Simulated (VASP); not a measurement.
# NiPtC4N4 (P4/mmm) in VASP: single point with PBE

Aim: the single point of NiPtC4N4 with PBE.

Program: VASP 6.6.1. These are calculated values, not measurements. Logs are shortened: lines on timing, memory, paths and dates and some standing lists are left out, and cuts for length are marked.

## (1) The cell of the first run

The structure is tetragonal, space group P4/mmm (No. 123). The conventional cell has a = 7.021 Å, b = 7.021 Å, c = 4.005 Å, α = 90.00°, β = 90.00°, γ = 90.00°. Ni (site symmetry 4/mmm) has 4 N at 1.82 Å within 2.4 Å. Within 2.6 Å of Pt (site symmetry 4/mmm) lie 4 C at 1.98 Å. C (site symmetry m2m) has 1 N at 1.16 Å within 1.6 Å. Within 1.6 Å of N (site symmetry m2m) lie 1 C at 1.16 Å.

## (2) Single point, PBE

Input file INCAR:

```
ALGO = Normal
EDIFF = 1E-6
ENCUT = 520
GGA = PE
ISIF = 2
ISMEAR = 0
LASPH = T
LCHARG = F
LREAL = F
LWAVE = F
NBANDS = 39
NELM = 80
PREC = Accurate
SIGMA = 0.02
```

Input file KPOINTS:

```
k-points
0
Gamma
  4 4 8
```

Input file POSCAR:

```
NiPtC4N4
1.0
    7.0208252840      0.0000000000      0.0000000000
    0.0000000000      7.0208252840      0.0000000000
    0.0000000000      0.0000000000      4.0051458265
Ni Pt C N
1 1 4 4
Direct
    0.5000000000      0.5000000000      0.0000000000
    0.0000000000      0.0000000000      0.0000000000
    0.1992495691      0.8007504309      0.0000000000
    0.8007504309      0.1992495691      0.0000000000
    0.1992495691      0.1992495691      0.0000000000
    0.8007504309      0.8007504309      0.0000000000
    0.3164819241      0.6835180759      0.0000000000
    0.6835180759      0.3164819241      0.0000000000
    0.3164819241      0.3164819241      0.0000000000
    0.6835180759      0.6835180759      0.0000000000
```

Potentials or basis: VASP PAW PBE potentials, release 64 (Ni, Pt, C, N).

Command:

```sh
cat potpaw_PBE.64/Ni/POTCAR potpaw_PBE.64/Pt/POTCAR potpaw_PBE.64/C/POTCAR potpaw_PBE.64/N/POTCAR > POTCAR
mpirun -np 1 vasp_std > vasp.out
```

OUTCAR:

```text
EDIFF = 1E-6
   ENCUT = 520
   GGA = PE
   ISIF = 2
   ISMEAR = 0
   LASPH = T
   LREAL = F
   NELM = 80
   PREC = Accurate

 ion  position               nearest neighbor table
   1  0.500  0.500  0.000-   7 1.82   8 1.82   9 1.82  10 1.82
   2  0.000  0.000  0.000-   3 1.98   4 1.98   5 1.98   6 1.98
   3  0.199  0.801  0.000-   7 1.16   2 1.98
   4  0.801  0.199  0.000-   8 1.16   2 1.98
   5  0.199  0.199  0.000-   9 1.16   2 1.98
   6  0.801  0.801  0.000-  10 1.16   2 1.98
   7  0.316  0.684  0.000-   3 1.16   1 1.82
   8  0.684  0.316  0.000-   4 1.16   1 1.82
   9  0.316  0.316  0.000-   5 1.16   1 1.82
  10  0.684  0.684  0.000-   6 1.16   1 1.82

  LATTYP: Found a simple tetragonal cell.
 ALAT       =     7.0208252840
 C/A-ratio  =     0.5704665284

  Lattice vectors:

 A1 = (   7.0208252840,   0.0000000000,   0.0000000000)
 A2 = (   0.0000000000,   7.0208252840,   0.0000000000)
 A3 = (   0.0000000000,   0.0000000000,   4.0051458265)

Analysis of symmetry for initial positions (statically):
=====================================================================
 Subroutine PRICEL returns:
 Original cell was already a primitive cell.

 Routine SETGRP: Setting up the symmetry group for a
 simple tetragonal supercell.

 Subroutine GETGRP returns: Found 16 space group operations
 (whereof 16 operations were pure point group operations)
 out of a pool of 16 trial point group operations.

The static configuration has the point symmetry D_4h.

Analysis of symmetry for dynamics (positions and initial velocities):
=====================================================================
 Subroutine PRICEL returns:
 Original cell was already a primitive cell.

 Routine SETGRP: Setting up the symmetry group for a
 simple tetragonal supercell.

 Subroutine GETGRP returns: Found 16 space group operations
 (whereof 16 operations were pure point group operations)
 out of a pool of 16 trial point group operations.

The dynamic configuration has the point symmetry D_4h.

 Subroutine INISYM returns: Found 16 space group operations
 (whereof 16 operations are pure point group operations),
 and found     1 'primitive' translations

----------------------------------------------------------------------------------------

                                     Primitive cell
[... 114 lines left out ...]
   ISYM   =      2    0-nonsym 1-usesym 2-fastsym
   POTIM  = 0.5000    time-step for ionic-motion
   TEBEG  =    0.0;   TEEND  =   0.0 temperature during run
   PSTRESS=    0.0 pullay stress
   NELECT =      56.0000    total number of electrons
   NUPDOWN=      -1.0000    fix difference up-down
   EMIN   =  10.00;   EMAX   =-10.00  energy-range for DOS
   EFERMI =   0.00;   METHOD = LEGACY
   ISMEAR =     0;   SIGMA  =   0.02  broadening in eV -4-tet -1-fermi 0-gaus
   EFERMI_NEDOS =   21; number of points for ismear=-14 and -15
   IALGO  =     38    algorithm
   IMIX   =      4    mixing-type and parameters
     AMIX     =   0.40;   BMIX     =  1.00
     AMIX_MAG =   1.60;   BMIX_MAG =  1.00
  volume/ion in A,a.u.               =      19.74       133.23
  Fermi-wavevector in a.u.,A,eV,Ry     =   1.075654  2.032691 15.742371  1.157032
  Thomas-Fermi vector in A             =   2.211517
   LORBIT       =      0    0 simple, 1 ext, 2 COOP (PROOUT), +10 PAW based schemes
   GGA     = PE    functional components
   LHFCALC =     F    Hartree Fock is set to
   AEXX    =    0.0000 exact exchange contribution
   IVDW    =     0    specifies the selected vdW correction
   LEPSILON=     F    determine dielectric tensor
   LRPA    =     F    only Hartree local field effects (RPA)
 non-spin polarized calculation
 Gauss-broadening in eV      SIGMA  =   0.02
  energy-cutoff  :      520.00
  volume of cell :      197.42
 maximum number of plane-waves:      5352
 NGX is ok and might be reduce to    54
   NGX = 27   NGY = 27   NGZ = 15

 number of electron      56.0000000 magnetization

 Free energy of the ion-electron system (eV)
  ---------------------------------------------------
  ext. energy  EPLUGINS =         0.00000000
  ---------------------------------------------------
  free energy    TOTEN  =       -79.36078161 eV

  energy without entropy =      -79.36078161  energy(sigma->0) =      -79.36078161

 E-fermi :  -1.0089     XC(G=0):  -7.3153

 val. band max:       -1.1604146093   @ k =   0.5000   0.0000   0.5000
 cond. band min:       0.5268742814   @ k =   0.0000   0.0000   0.0000
 fundamental gap:      1.6872888907
 Fermi energy:        -1.0089250479

 k-point     1 :       0.0000    0.0000    0.0000
  band No.  band energies     occupation
      1     -18.6133      2.00000
      2     -18.3375      2.00000
      3     -18.3375      2.00000
      4     -18.2163      2.00000
      5     -10.3348      2.00000
      6      -9.0827      2.00000
[... 997 lines left out ...]
     38       5.2637      0.00000
     39       6.9946      0.00000

 [... further k-points ...]

------------------------ aborting loop because EDIFF is reached ----------------------------------------

  FORCE on cell =-STRESS in cart. coord.  units (eV):
  Direction    XX          YY          ZZ          XY          YZ          ZX
  --------------------------------------------------------------------------------------
  -------------------------------------------------------------------------------------
  Total        0.6223415      0.6223415     -0.0937853      0.0000000      0.0000000     -0.0000000
  in kB        5.0506196      5.0506196     -0.7611158      0.0000000      0.0000000     -0.0000000
  external PRESSURE =       3.1133745 kB  Pullay stress =       0.0000000 kB

 VOLUME and BASIS-vectors are now :
 -----------------------------------------------------------------------------
  energy-cutoff  :      520.00
  volume of cell :      197.42
      direct lattice vectors                 reciprocal lattice vectors
     7.020825284  0.000000000  0.000000000     0.142433398  0.000000000  0.000000000
     0.000000000  7.020825284  0.000000000     0.000000000  0.142433398  0.000000000
     0.000000000  0.000000000  4.005145826     0.000000000  0.000000000  0.249678799

 POSITION                                       TOTAL-FORCE (eV/Angst)
 -----------------------------------------------------------------------------------
      3.51041      3.51041      0.00000         0.000000      0.000000      0.000000
      0.00000      0.00000      0.00000         0.000000      0.000000      0.000000
      1.39890      5.62193      0.00000        -0.284496      0.284496     -0.000000
      5.62193      1.39890      0.00000         0.284496     -0.284496      0.000000
      1.39890      1.39890      0.00000        -0.284496     -0.284496      0.000000
      5.62193      5.62193      0.00000         0.284496      0.284496      0.000000
      2.22196      4.79886      0.00000         0.263493     -0.263493      0.000000
      4.79886      2.22196      0.00000        -0.263493      0.263493     -0.000000
      2.22196      2.22196      0.00000         0.263493      0.263493      0.000000
      4.79886      4.79886      0.00000        -0.263493     -0.263493      0.000000
 -----------------------------------------------------------------------------------
    total drift:                                0.000000      0.000000      0.000000

  FREE ENERGIE OF THE ION-ELECTRON SYSTEM (eV)
  ---------------------------------------------------
  free  energy   TOTEN  =       -79.3607816072 eV

  energy  without entropy=      -79.3607816072  energy(sigma->0) =      -79.36078161
```

OSZICAR:

```text
N       E                     dE             d eps       ncg     rms          rms(c)
DAV:   1     0.423806269457E+03    0.42381E+03   -0.25208E+04  2340   0.129E+03
DAV:   2    -0.317034996763E+02   -0.45551E+03   -0.42656E+03  2612   0.312E+02
DAV:   3    -0.911379015560E+02   -0.59434E+02   -0.58178E+02  2960   0.127E+02
[... 11 lines left out ...]
DAV:  15    -0.793608144306E+02    0.85706E-04   -0.15664E-04  2986   0.958E-02    0.138E-01
DAV:  16    -0.793607965960E+02    0.17835E-04   -0.27216E-05  2966   0.399E-02    0.930E-02
DAV:  17    -0.793607834284E+02    0.13168E-04   -0.91308E-06  2755   0.272E-02    0.398E-02
DAV:  18    -0.793607819061E+02    0.15223E-05   -0.29886E-06  2824   0.120E-02    0.197E-02
DAV:  19    -0.793607816072E+02    0.29889E-06   -0.30253E-07  1618   0.548E-03
   1 F= -.79360782E+02 E0= -.79360782E+02  d E =-.493554E-28
```

It took 5.5 min on 1 thread of AMD EPYC 7R43 (Zen 3), shared host; peak memory 0.37 GiB.

What came out:

| Item | Value |
| --- | --- |
| Free energy | -79.3608 eV |
| Pressure | 0.3 GPa |
| Largest force | 0.402 eV/Å |
| Band gap on the k mesh | 1.69 eV (least direct gap 1.71 eV) |

Forces on the atoms (eV/Å):
```
Ni   0.000  0.000  0.000
Pt   0.000  0.000  0.000
C   -0.284  0.284  0.000
C    0.284 -0.284  0.000
C   -0.284 -0.284  0.000
C    0.284  0.284  0.000
N    0.263 -0.263  0.000
N   -0.263  0.263  0.000
N    0.263  0.263  0.000
N   -0.263 -0.263  0.000
```

Stress tensor (GPa, compression positive):
```
 0.51  0.00  0.00
 0.00  0.51  0.00
 0.00  0.00 -0.08
```

Caveat: spin-orbit coupling is left out, which moves the levels of the heavy elements. Spin polarisation is off, so any magnetic state and its effect on volume and gap are missing.
